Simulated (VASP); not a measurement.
## Ga4As3N: single point with PBE

Ga4As3N:

```xyz
8
Lattice="3.8196 0.0000 0.0000 -1.9098 3.3079 0.0000 0.0000 0.0000 12.5330" Properties=species:S:1:pos:R:3 pbc="T T T"
N     1.9098    1.1026   -0.0316
As    1.9098    1.1026    6.2565
As    0.0000    2.2053    9.6032
As    0.0000    2.2053    2.9129
Ga    1.9098    1.1026   10.5544
Ga    1.9098    1.1026    3.8097
Ga    0.0000    2.2053    7.1687
Ga    0.0000    2.2053    0.4583
```

```
Program             : VASP 6.6.1
Task                : single point
Functional          : PBE
Potentials or basis : VASP PAW PBE potentials, release 64 (N, As, Ga_d)
Cutoff              : 520 eV
k mesh              : 12 × 12 × 2
Occupations         : fermi-dirac, width 0.02 eV
Spin                : no spin polarisation
```

```yaml
Pressure: 3.5 GPa
Largest_force: 0.193 eV/Å
Band_gap_on_the_k_mesh: zero (band 36 reaches 4.63 eV, above the bottom of band 37 at 4.49 eV)
```

Forces in eV/Å, atoms in the order of the input:
```
N    0.000  0.000  0.193
As   0.000  0.000 -0.076
As   0.000  0.000 -0.105
As   0.000  0.000 -0.034
Ga   0.000  0.000  0.034
Ga   0.000  0.000  0.064
Ga   0.000  0.000  0.079
Ga   0.000  0.000 -0.156
```

Stress tensor (GPa, compression positive):
```
3.34 0.00 0.00
0.00 3.34 0.00
0.00 0.00 3.69
```

Levels at points of the mesh, in eV from the Fermi level:
| k point | band 32 | band 33 | band 34 | band 35 | band 36 | band 37 | band 38 | band 39 | band 40 | band 41 |
| --- | --- | --- | --- | --- | --- | --- | --- | --- | --- | --- |
| (0.00, 0.00, 0.00) | -0.76 | -0.76 | -0.34 | -0.34 | 0.16 | 0.16 | 1.73 | 2.10 | 2.44 | 4.03 |
| (0.50, 0.00, 0.00) | -2.64 | -2.35 | -2.27 | -1.93 | -1.20 | 1.00 | 1.49 | 1.50 | 2.26 | 3.05 |
| (0.00, 0.00, 0.50) | -0.80 | -0.24 | -0.24 | -0.08 | 0.10 | 0.10 | 1.83 | 2.13 | 2.43 | 3.35 |
| (0.50, 0.00, 0.50) | -2.47 | -2.46 | -2.07 | -1.69 | -1.35 | 0.74 | 1.46 | 1.79 | 1.90 | 3.58 |

Run time: 3.8 min on 1 thread of Intel(R) Xeon(R) Platinum 8559C (Emerald Rapids), with other jobs on the host, peak memory 0.39 GiB.
